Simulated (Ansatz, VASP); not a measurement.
# Two plane-wave programs on BeCd3S2

```
Be Cd S
1.0
     3.64457    0.00000    0.00000
     0.00000    3.64457    0.00000
     0.00000    0.00000    8.17424
Be Cd S
1 3 2
Cartesian
  1.8223 1.8223 0.0000
  1.8223 0.0000 3.1566
  0.0000 1.8223 5.0176
  0.0000 0.0000 0.0000
  1.8223 0.0000 6.0038
  0.0000 1.8223 2.1704
```

Change from the starting cell: species swapped into the Hf2SiAs3 type (P-4m2, No. 115).

Alike in both runs: task relaxation of cell and atoms; functional PBE; k mesh 6 × 6 × 2; occupations gaussian, width 0.1 eV; no spin polarisation.

```csv
,VASP,Ansatz
version,VASP 6.6.1,Ansatz 0.2.0
potentials or method,"VASP PAW PBE potentials, release 64 (Be, Cd, S), cutoff 600 eV","scalar-relativistic, plane waves, PAW"
valence electrons in the cell,50,74
```

Ansatz gave:

```
gap on the k mesh at the Fermi level, each at its own relaxed structure (eV) : none
relaxed volume (Å³/atom)                                                     : 21.16
relaxed length of the cell vector where the two differ most in proportion (Å)              : 9.016
```

Q: Which values does VASP return?

A: gap on the k mesh at the Fermi level, each at its own relaxed structure (eV): none; relaxed volume (Å³/atom): 21.28; relaxed length of the cell vector where the two differ most in proportion (Å): 9.059.

A gap of «none» marks a metal or a gap that the smearing closes. VASP's potentials hold 50 valence electrons a cell and Ansatz's 74, so a difference there can come from the potentials and not from the codes.

The k mesh is coarse, so the values compare programs but aren't converged. Noted on VASP's run: the volume moved by over 15 % at a fixed basis, so the end points are rough.
